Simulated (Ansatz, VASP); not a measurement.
# Two plane-wave programs on Si2W

```
Si W
1.0
     4.57609    0.00000    0.00000
    -2.28804    3.96301    0.00000
     0.00000    0.00000    6.60331
Si W
6 3
Cartesian
  2.3356 2.6646 3.2863
  -1.1873 3.2726 5.5181
  1.1398 3.3550 1.1159
  0.0476 1.2984 3.3170
  3.4278 0.6080 5.4874
  1.1007 0.6904 1.0852
  -1.1412 1.9767 1.1006
  1.1468 1.9863 5.5028
  2.2825 0.0000 3.3017
```

Change from the starting cell: mode 16 (289.9 1/cm) frozen in, largest displacement +0.050 Å.

Alike in both runs: task single point; functional PBEsol; k mesh 12 × 12 × 6; occupations gaussian, width 0.15 eV; no spin polarisation.

|  | VASP | Ansatz |
| --- | --- | --- |
| version | VASP 6.6.1 | Ansatz 0.2.0 |
| potentials or method | VASP PAW PBE potentials, release 64 (Si, W_sv), cutoff 520 eV | scalar-relativistic, plane waves, PAW |
| valence electrons in the cell | 66 | 66 |

VASP gave:

- gap on the k mesh at the Fermi level (eV): 0.02
- least direct gap on the mesh (eV): 0.68
- pressure (GPa): 0.7
- rms of the force components (eV/Å): 0.233

Question: What did Ansatz give for the same quantities?

Answer: gap on the k mesh at the Fermi level (eV): 0.02; least direct gap on the mesh (eV): 0.68; pressure (GPa): 0.3; rms of the force components (eV/Å): 0.231.

VASP's potentials were made for PBE, not for PBEsol. Atom by atom the forces differ by 0.002 eV/Å (rms over components). With one functional, cell and mesh, what is left measures potentials, basis and numerics.

Neither program's run includes spin-orbit coupling.
